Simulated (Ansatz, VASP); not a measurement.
HfB2 in VASP and in Ansatz

File INCAR:

```
SYSTEM = HfB2
PREC = Accurate
ENCUT = 600
EDIFF = 1E-7
ISMEAR = -1
SIGMA = 0.15
LREAL = .FALSE.
LASPH = .TRUE.
NELM = 80
ALGO = Normal
ISIF = 3
LWAVE = .FALSE.
LCHARG = .FALSE.
GGA = PE
IBRION = 2
NSW = 80
EDIFFG = -0.001
```

File KPOINTS:

```
Automatic mesh
0
G
  18 18 12
  0 0 0
```

The input POSCAR:

```
HfB2
1.0
    3.1454081775      0.0000000000      0.0000000000
   -1.5727040887      2.7240033870      0.0000000000
    0.0000000000      0.0000000000      3.4863920583
Hf B
1 2
Direct
    0.0000000000      0.0000000000      0.0000000000
    0.3333333333      0.6666666667      0.5000000000
    0.6666666667      0.3333333333      0.5000000000
```

Input for Ansatz:

```yaml
crystal:
  lattice:
    - [3.1454081775, 0.0, 0.0]
    - [-1.5727040887, 2.724003387, 0.0]
    - [0.0, 0.0, 3.4863920583]
  atoms:
    - { symbol: Hf, position: [0.0, 0.0, 0.0] }
    - { symbol: B, position: [0.3333333333, 0.6666666667, 0.5] }
    - { symbol: B, position: [0.6666666667, 0.3333333333, 0.5] }
basis:
  ecutwfc: 420
kpoints:
  mp_grid: { grid: [18, 18, 12] }
hamiltonian:
  xc: pbe
scf:
  occupations: { method: fermi_dirac, width: 0.15 }
output:
  forces: true
  stress: true
  eigenvalues: true
  write_density: true
  write_potential: true
  elf: true
  volumetric_format: npy
relax:
  adjacent_minimum: "off"
  f_tol: 0.001
  max_steps: 60
  cell: { stress_tol: 0.01 }
```

Alike in both runs: task relaxation of cell and atoms; functional PBE; k mesh 18 × 18 × 12; occupations fermi-dirac, width 0.15 eV; no spin polarisation.

```csv
,VASP,Ansatz
version,VASP 6.6.1,Ansatz 0.2.0
potentials or method,"VASP PAW PBE potentials, release 64 (Hf_pv, B), cutoff 600 eV","scalar-relativistic, plane waves, PAW"
valence electrons in the cell,16,32
```

|  | VASP | Ansatz | Ansatz less VASP |
| --- | --- | --- | --- |
| gap on the k mesh at the Fermi level, each at its own relaxed structure (eV) | none | none | - |
| relaxed volume (Å³/atom) | 9.94 | 9.96 | +0.015 |
| relaxed cell length with the largest relative difference (Å) | 3.144 | 3.146 | +0.0023 |

A gap of «none» marks a metal or a gap that the smearing closes. VASP's potentials hold 16 valence electrons a cell and Ansatz's 32, so a difference there can come from the potentials and not from the codes.

Neither program's run includes spin-orbit coupling.
